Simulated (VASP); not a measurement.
# ZnS (F-43m) in VASP: settings compared

Aim: see how the results for ZnS move with the level of theory and the settings. Levels: PBE, PBEsol-based global hybrid with 25 % exact exchange. Tasks: single point, relaxation of cell and atoms.

All numbers are computed with VASP 6.6.1; they aren't measurements. Logs are shortened: lines on timing, memory, paths and dates and some standing lists are left out, and cuts for length are marked.

**What was measured.**

“Electronic, vibrational, and thermodynamic properties of ZnS (zincblende and rocksalt structure)”, 2009, arxiv:0911.5022 quotes, for a bulk crystal of ZnS at 19 K: band gap 3.85 eV (direct).

The runs below are set against these values where they give the same quantity.

### 1 The cell of the first run

The structure is cubic, space group F-43m (No. 216). The conventional cell has a = 5.443 Å, b = 5.443 Å, c = 5.443 Å, α = 90.00°, β = 90.00°, γ = 90.00°. Zn (site symmetry -43m) has 4 S at 2.36 Å within 3.1 Å. S (site symmetry -43m) has 4 Zn at 2.36 Å within 3.1 Å.

### 2 Single point, PBE

File INCAR:

```
SYSTEM = ZnS
ALGO     = Normal         ! electronic algorithm
EDIFF    = 1E-7           ! SCF threshold, eV
ENCUT    = 520            ! plane-wave cutoff, eV
GGA      = PE             ! functional
ISIF     = 2              ! what is computed and relaxed
ISMEAR   = -1             ! smearing method
LASPH    = .TRUE.         ! aspherical terms in the spheres
LCHARG   = .FALSE.        ! write CHGCAR
LREAL    = .FALSE.        ! projectors in reciprocal space
LWAVE    = .FALSE.        ! write WAVECAR
NBANDS   = 16             ! bands
NELM     = 100            ! most SCF steps
PREC     = Accurate       ! precision mode
SIGMA    = 0.05           ! smearing width, eV
```

File KPOINTS:

```
k-points
0
G
  9 9 9
  0 0 0
```

File POSCAR:

```
ZnS
1.0
    0.0000000000      2.7216713844      2.7216713844
    2.7216713844      0.0000000000      2.7216713844
    2.7216713844      2.7216713844      0.0000000000
Zn S
1 1
Direct
    0.7500000000      0.7500000000      0.7500000000
    0.0000000000      0.0000000000      0.0000000000
```

Potentials or basis: VASP PAW PBE potentials, release 64 (Zn, S).

The run is started by

```bash
> cat potpaw_PBE.64/Zn/POTCAR potpaw_PBE.64/S/POTCAR > POTCAR
> mpirun -np 1 vasp_std > vasp.out
```

OUTCAR:

```text
SYSTEM = ZnS
   EDIFF = 1E-7
   ENCUT = 520
   GGA = PE
   ISIF = 2
   ISMEAR = -1
   LASPH = .TRUE.
   LREAL = .FALSE.
   NELM = 100
   PREC = Accurate

 ion  position               nearest neighbor table
   1  0.750  0.750  0.750-   2 2.36   2 2.36   2 2.36   2 2.36
   2  0.000  0.000  0.000-   1 2.36   1 2.36   1 2.36   1 2.36

  LATTYP: Found a face centered cubic cell.
 ALAT       =     5.4433427688

  Lattice vectors:

 A1 = (   0.0000000000,   2.7216713844,   2.7216713844)
 A2 = (   2.7216713844,   0.0000000000,   2.7216713844)
 A3 = (   2.7216713844,   2.7216713844,   0.0000000000)

Analysis of symmetry for initial positions (statically):
=====================================================================
 Subroutine PRICEL returns:
 Original cell was already a primitive cell.

 Routine SETGRP: Setting up the symmetry group for a
 face centered cubic supercell.

 Subroutine GETGRP returns: Found 24 space group operations
 (whereof 24 operations were pure point group operations)
 out of a pool of 48 trial point group operations.

The static configuration has the point symmetry T_d .

Analysis of symmetry for dynamics (positions and initial velocities):
=====================================================================
 Subroutine PRICEL returns:
 Original cell was already a primitive cell.

 Routine SETGRP: Setting up the symmetry group for a
 face centered cubic supercell.

 Subroutine GETGRP returns: Found 24 space group operations
 (whereof 24 operations were pure point group operations)
 out of a pool of 48 trial point group operations.

The dynamic configuration has the point symmetry T_d .

 Subroutine INISYM returns: Found 24 space group operations
 (whereof 24 operations are pure point group operations),
 and found     1 'primitive' translations

----------------------------------------------------------------------------------------

                                     Primitive cell

  volume of cell :      40.3215

  direct lattice vectors                    reciprocal lattice vectors
     0.000000000  2.721671384  2.721671384    -0.183710643  0.183710643  0.183710643
     2.721671384  0.000000000  2.721671384     0.183710643 -0.183710643  0.183710643
     2.721671384  2.721671384  0.000000000     0.183710643  0.183710643 -0.183710643

  length of vectors
     3.849024584  3.849024584  3.849024584     0.318196168  0.318196168  0.318196168

  position of ions in fractional coordinates (direct lattice)
     0.750000000  0.750000000  0.750000000
     0.000000000  0.000000000  0.000000000

  ion indices of the primitive-cell ions
   primitive index   ion index
                 1           1
                 2           2

----------------------------------------------------------------------------------------

 KPOINTS: k-points

Automatic generation of k-mesh.
 Grid dimensions read from file:
 generate k-points for:    9    9    9

 Generating k-lattice:

  Cartesian coordinates                     Fractional coordinates (reciprocal lattice)
    -0.020412294  0.020412294  0.020412294     0.111111111  0.000000000  0.000000000
     0.020412294 -0.020412294  0.020412294     0.000000000  0.111111111  0.000000000
     0.020412294  0.020412294 -0.020412294     0.000000000  0.000000000  0.111111111

  Length of vectors
     0.035355130  0.035355130  0.035355130

  Shift w.r.t. Gamma in fractional coordinates (k-lattice)
     0.000000000  0.000000000  0.000000000

 Subroutine IBZKPT returns following result:
 ===========================================

 Found     35 irreducible k-points:

 Following reciprocal coordinates:
            Coordinates               Weight
  0.000000  0.000000  0.000000      1.000000
  0.111111  0.000000  0.000000      8.000000
  0.222222  0.000000  0.000000      8.000000
  0.333333  0.000000  0.000000      8.000000
  0.444444  0.000000  0.000000      8.000000
  0.111111  0.111111  0.000000      6.000000
[... 16 lines left out ...]
 -0.333333  0.333333  0.000000     12.000000
  0.444444  0.444444  0.000000      6.000000
 [... further k-points ...]
   k-points           NKPTS =     35   k-points in BZ     NKDIM =     35   number of bands    NBANDS=     16
   number of dos      NEDOS =    301   number of ions     NIONS =      2
   total plane-waves  NPLWV =  27000
   dimension x,y,z NGX =    30 NGY =   30 NGZ =   30
   dimension x,y,z NGXF=    60 NGYF=   60 NGZF=   60
   ions per type =               1   1
   NGX,Y,Z   is equivalent  to a cutoff of  12.96, 12.96, 12.96 a.u.
   NGXF,Y,Z  is equivalent  to a cutoff of  25.92, 25.92, 25.92 a.u.
 SYSTEM =  ZnS
   PREC   = accura    normal or accurate (medium, high low for compatibility)
   ISTART =      0    job   : 0-new  1-cont  2-samecut
   ICHARG =      2    charge: 1-file 2-atom 10-const
   ISPIN  =      1    spin polarized calculation?
   LNONCOLLINEAR =      F non collinear calculations
   LSORBIT =      F    spin-orbit coupling
   LASPH  =      T    aspherical Exc in radial PAW
   ENCUT  =  520.0 eV  38.22 Ry    6.18 a.u.   7.16  7.16  7.16*2*pi/ulx,y,z
   NELM   =    100;   NELMIN=  2; NELMDL= -5     # of ELM steps
   EDIFF  = 0.1E-06   stopping-criterion for ELM
   LREAL  =      F    real-space projection
   EDIFFG = 0.1E-05   stopping-criterion for IOM
   NSW    =      0    number of steps for IOM
   IBRION =     -1    ionic relax: 0-MD 1-quasi-New 2-CG
   NFREE  =      0    steps in history (QN), initial steepest desc. (CG)
   ISIF   =      2    stress and relaxation
   ISYM   =      2    0-nonsym 1-usesym 2-fastsym
   POTIM  = 0.5000    time-step for ionic-motion
   TEBEG  =    0.0;   TEEND  =   0.0 temperature during run
   PSTRESS=    0.0 pullay stress
   NELECT =      18.0000    total number of electrons
   NUPDOWN=      -1.0000    fix difference up-down
   EMIN   =  10.00;   EMAX   =-10.00  energy-range for DOS
   EFERMI =   0.00;   METHOD = LEGACY
   ISMEAR =    -1;   SIGMA  =   0.05  broadening in eV -4-tet -1-fermi 0-gaus
   EFERMI_NEDOS =   21; number of points for ismear=-14 and -15
   IALGO  =     38    algorithm
   IMIX   =      4    mixing-type and parameters
     AMIX     =   0.40;   BMIX     =  1.00
     AMIX_MAG =   1.60;   BMIX_MAG =  1.00
  volume/ion in A,a.u.               =      20.16       136.05
  Fermi-wavevector in a.u.,A,eV,Ry     =   1.251181  2.364388 21.299278  1.565453
  Thomas-Fermi vector in A             =   2.385140
   LORBIT       =      0    0 simple, 1 ext, 2 COOP (PROOUT), +10 PAW based schemes
   GGA     = PE    functional components
   LHFCALC =     F    Hartree Fock is set to
   AEXX    =    0.0000 exact exchange contribution
   IVDW    =     0    specifies the selected vdW correction
   LEPSILON=     F    determine dielectric tensor
   LRPA    =     F    only Hartree local field effects (RPA)
 non-spin polarized calculation
  energy-cutoff  :      520.00
  volume of cell :       40.32
 maximum number of plane-waves:      1098
 NGX is ok and might be reduce to    30
   NGX = 15   NGY = 15   NGZ = 15

 number of electron      18.0000008 magnetization

 Free energy of the ion-electron system (eV)
  ---------------------------------------------------
  ext. energy  EPLUGINS =         0.00000000
  ---------------------------------------------------
  free energy    TOTEN  =        -6.85253628 eV

  energy without entropy =       -6.85253628  energy(sigma->0) =       -6.85253628

 E-fermi :   2.9042     XC(G=0):  -9.5279

 val. band max:        1.9062598018   @ k =   0.0000   0.0000   0.0000
 cond. band min:       3.9259314257   @ k =   0.0000   0.0000   0.0000
 fundamental gap:      2.0196716239
 Fermi energy:         2.9041682182

 k-point     1 :       0.0000    0.0000    0.0000
  band No.  band energies     occupation
      1     -11.0847      2.00000
      2      -4.3485      2.00000
      3      -4.3485      2.00000
      4      -4.3485      2.00000
      5      -3.8757      2.00000
      6      -3.8757      2.00000
[... 8 lines left out ...]
     15      13.6434      0.00000
     16      13.6558      0.00000

 k-point     2 :       0.1111    0.0000    0.0000
  band No.  band energies     occupation
      1     -10.9954      2.00000
      2      -4.3467      2.00000
      3      -4.3324      2.00000
      4      -4.3324      2.00000
      5      -3.8771      2.00000
      6      -3.8771      2.00000
[... 8 lines left out ...]
     15      13.1410      0.00000
     16      14.3424      0.00000

 k-point     3 :       0.2222    0.0000    0.0000
  band No.  band energies     occupation
      1     -10.7547      2.00000
      2      -4.3148      2.00000
      3      -4.2946      2.00000
      4      -4.2946      2.00000
      5      -3.8759      2.00000
      6      -3.8759      2.00000
[... 8 lines left out ...]
     15      12.7976      0.00000
     16      14.2230      0.00000

 k-point     4 :       0.3333    0.0000    0.0000
  band No.  band energies     occupation
      1     -10.4503      2.00000
      2      -4.2587      2.00000
      3      -4.2587      2.00000
      4      -4.1773      2.00000
      5      -3.8645      2.00000
      6      -3.8645      2.00000
[... 8 lines left out ...]
     15      13.4604      0.00000
     16      13.7111      0.00000
[... 324 lines left out ...]
 k-point    22 :      -0.4444    0.3333    0.0000
  band No.  band energies     occupation
      1      -9.9438      2.00000
      2      -4.2713      2.00000
      3      -4.0813      2.00000
      4      -3.9996      2.00000
      5      -3.8341      2.00000
      6      -3.6017      2.00000
[... 8 lines left out ...]
     15      14.8821      0.00000
     16      16.9841      0.00000

 k-point    23 :      -0.3333    0.3333    0.0000
  band No.  band energies     occupation
      1      -9.9740      2.00000
      2      -4.2387      2.00000
      3      -4.1178      2.00000
      4      -3.9301      2.00000
      5      -3.8613      2.00000
      6      -3.6039      2.00000
[... 8 lines left out ...]
     15      13.5687      0.00000
     16      18.2610      0.00000

 k-point    24 :       0.4444    0.4444    0.0000
  band No.  band energies     occupation
      1      -9.9419      2.00000
      2      -4.3596      2.00000
      3      -4.0357      2.00000
      4      -4.0357      2.00000
      5      -3.8068      2.00000
      6      -3.7227      2.00000
[... 8 lines left out ...]
     15      15.4963      0.00000
     16      16.8447      0.00000

 [... further k-points ...]
[... 5 lines left out ...]
  --------------------------------------------------------------------------------------
  -------------------------------------------------------------------------------------
  Total        0.0409723      0.0409723      0.0409723      0.0000000     -0.0000000      0.0000000
  in kB        1.6280372      1.6280372      1.6280372      0.0000000     -0.0000000      0.0000000
  external PRESSURE =       1.6280372 kB  Pullay stress =       0.0000000 kB

 VOLUME and BASIS-vectors are now :
 -----------------------------------------------------------------------------
  energy-cutoff  :      520.00
  volume of cell :       40.32
      direct lattice vectors                 reciprocal lattice vectors
     0.000000000  2.721671384  2.721671384    -0.183710643  0.183710643  0.183710643
     2.721671384  0.000000000  2.721671384     0.183710643 -0.183710643  0.183710643
     2.721671384  2.721671384  0.000000000     0.183710643  0.183710643 -0.183710643

 POSITION                                       TOTAL-FORCE (eV/Angst)
 -----------------------------------------------------------------------------------
      4.08251      4.08251      4.08251        -0.000000     -0.000000      0.000000
      0.00000      0.00000      0.00000         0.000000      0.000000     -0.000000
 -----------------------------------------------------------------------------------
    total drift:                               -0.000000     -0.000000     -0.000000

  FREE ENERGIE OF THE ION-ELECTRON SYSTEM (eV)
  ---------------------------------------------------
  free  energy   TOTEN  =        -6.8525362762 eV

  energy  without entropy=       -6.8525362762  energy(sigma->0) =       -6.85253628
```

Wall time 32 s (1 thread of Intel Xeon 8259CL, shared host); peak memory 0.17 GiB.

Results:

- Free energy: -6.8525 eV
- Pressure: 0.2 GPa
- Band gap on the k mesh: 2.02 eV

### 3 Relaxation of cell and atoms, PBE

This run uses another cell than the first one, of 19.73 Å³/atom.

File INCAR:

```
SYSTEM = ZnS
PREC = Accurate ; ENCUT = 600
EDIFF = 1E-7 ; ISMEAR = -1
SIGMA = 0.05 ; LREAL = .FALSE.
LASPH = .TRUE. ; NELM = 100
ALGO = Normal ; ISIF = 3
LWAVE = .FALSE. ; LCHARG = .FALSE.
GGA = PE ; IBRION = 2
NSW = 80 ; EDIFFG = -0.02
```

File KPOINTS:

```
regular mesh
0
G
  9 9 9
  0 0 0
```

File POSCAR:

```
ZnS
1.0
    0.0000000000      2.7020000000      2.7020000000
    2.7020000000      0.0000000000      2.7020000000
    2.7020000000      2.7020000000      0.0000000000
Zn S
1 1
Direct
    0.7500000000      0.7500000000      0.7500000000
    0.0000000000      0.0000000000      0.0000000000
```

Potentials or basis: VASP PAW PBE potentials, release 64 (Zn, S).

The run is started by

```bash
> cat potpaw_PBE.64/Zn/POTCAR potpaw_PBE.64/S/POTCAR > POTCAR
> mpirun -np 1 vasp_std > vasp.out
```

It took 62 s on 1 thread of Intel Xeon 8259CL, shared host; peak memory 0.19 GiB.

Results (log left out):

* Free energy: -6.8524 eV
* Relaxed volume: 20.20 Å³/atom
* Relaxed cell: a = 3.852 Å, b = 3.852 Å, c = 3.852 Å, α = 60.00°, β = 60.00°, γ = 60.00°
* Space group after relaxing (to 0.1 Å): F-43m (No. 216)
* Energy gained by relaxing: 2.6 meV/atom
* Ionic steps: 3
* Pressure after relaxing: 0.0 GPa
* Band gap on the k mesh: 2.01 eV

Step by step:
| step | energy change (eV) | largest force (eV/Å) | pressure (GPa) | volume (Å³) |
| --- | --- | --- | --- | --- |
| 1 | 0.0000 | 0.0000 | 1.76 | 39.45 |
| 2 | -0.0046 | 0.0000 | -0.50 | 40.71 |
| 3 | -0.0051 | 0.0000 | 0.00 | 40.41 |

Final structure:
```
CELL_PARAMETERS angstrom
0.00000 2.72360 2.72360
2.72360 0.00000 2.72360
2.72360 2.72360 0.00000
ATOMIC_POSITIONS crystal
Zn 0.75000 0.75000 0.75000
S 0.00000 0.00000 0.00000
```

Levels at points of the mesh, in eV from the valence-band top:
```csv
k point,band 6,band 7,band 8,band 9,band 10,band 11,band 12,band 13
"(0.00, 0.00, 0.00)",-5.78,0.00,0.00,0.00,2.01,6.41,6.41,6.41
```

[end of part 1 of 2]
